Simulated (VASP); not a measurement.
TiSi2, 3 atoms in the cell. The structure is orthorhombic, space group Immm (No. 71). Conventional cell: a = 2.946 Å, b = 3.424 Å, c = 8.424 Å, α = 90.00°, β = 90.00°, γ = 90.00°. Ti (site symmetry mmm) has 10 Si at 2.67 to 2.78 Å and 4 Ti at 2.95 to 3.42 Å within 3.5 Å. Within 3.5 Å of Si (site symmetry mm2) lie 9 Si at 2.63 to 3.42 Å and 5 Ti at 2.67 to 2.78 Å. 

```yaml
Program: VASP 6.6.1
Task: relaxation of cell and atoms
Functional: LDA
Potentials_or_basis: VASP PAW LDA potentials, release 64 (Ti_sv, Si)
Cutoff: 600 eV
k_mesh: 12 × 12 × 12
Occupations: fermi-dirac, width 0.05 eV
Spin: no spin polarisation
Dipole_correction: no
Further_INCAR_settings: ALGO = Normal; EDIFF = 1e-07; IBRION = 2; EDIFFG = -0.01; NSW = 60; ISIF = 3
```

Potentials or basis: VASP PAW LDA potentials, release 64 (Ti_sv, Si).

Launch:

```sh
$ cat potpaw_LDA.64/Ti_sv/POTCAR potpaw_LDA.64/Si/POTCAR > POTCAR
$ mpirun -np 1 vasp_std > vasp.out
```

Hardware: 1 thread of Intel(R) Xeon(R) 6975P-C (Granite Rapids), with other jobs on the host.

Problem. How long does it take, and how much memory?

Solution. It took 14 min on 1 thread of Intel(R) Xeon(R) 6975P-C (Granite Rapids), with other jobs on the host, peak memory 0.37 GiB. Counts: scf iterations 77, k points 280, ion steps 9.
